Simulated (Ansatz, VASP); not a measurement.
Ta2N in VASP and in Ansatz

```
Ta N
1.0
     3.12989    0.00000    0.00000
    -1.56495    2.71057    0.00000
     0.00000    0.00000    4.75932
Ta N
2 1
Direct
  0.66667 0.33333 0.74637
  0.33333 0.66667 0.25363
  0.00000 0.00000 0.00000
```

Alike in both runs: task single point; functional PBEsol; k mesh 18 × 18 × 10; occupations gaussian, width 0.15 eV; no spin polarisation.

|  | VASP | Ansatz |
| --- | --- | --- |
| version | VASP 6.6.1 | Ansatz 0.2.0 |
| potentials or method | VASP PAW PBE potentials, release 64 (Ta_pv, N), cutoff 520 eV | scalar-relativistic, plane waves, PAW |
| valence electrons in the cell | 27 | 31 |

Ansatz gave:

- gap on the k mesh at the Fermi level (eV): none
- pressure (GPa): -5.5
- traceless stress, the component that is largest in VASP (GPa): 4.41
- rms of the force components (eV/Å): 0.155

Q: Which values does VASP return?

A: gap on the k mesh at the Fermi level (eV): none; pressure (GPa): -5.0; traceless stress, the component that is largest in VASP (GPa): 4.31; rms of the force components (eV/Å): 0.131.

VASP's potentials were made for PBE, not for PBEsol, and Ansatz warns of the same on its side. Atom by atom the forces differ by 0.024 eV/Å (rms over components). A gap of «none» marks a metal or a gap that the smearing closes. VASP's potentials hold 27 valence electrons a cell and Ansatz's 31, so a difference there can come from the potentials and not from the codes.

Spin-orbit coupling is off throughout.
